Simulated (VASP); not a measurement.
Sb:

```
CELL_PARAMETERS angstrom
3.13879 0.00000 0.00000
0.00000 3.13879 0.00000
0.00000 0.00000 3.13879
ATOMIC_POSITIONS crystal
Sb 0.00000 0.00000 0.00000
```

Base run:

| Item | Value |
| --- | --- |
| Program | VASP 6.6.1 |
| Functional | r2SCAN |
| Potentials or basis | VASP PAW PBE potentials, release 64 (Sb) |
| Cutoff | 520 eV |
| k mesh | 8 × 8 × 8 |
| Occupations | fermi-dirac, width 0.05 eV |
| Spin | no spin polarisation |

Its results: pressure -2.3 GPa.

The run is repeated on the same cell with these changes: functional from r2SCAN to PBEsol; further incar settings from ALGO = Normal; EDIFF = 1e-07; NBANDS = 8 to ALGO = Normal; EDIFF = 1e-06; NBANDS = 8. What comes out?

Pressure -3.7 GPa.

Caveats: the PAW data sets were made with another functional, which shifts forces and pressure a little.
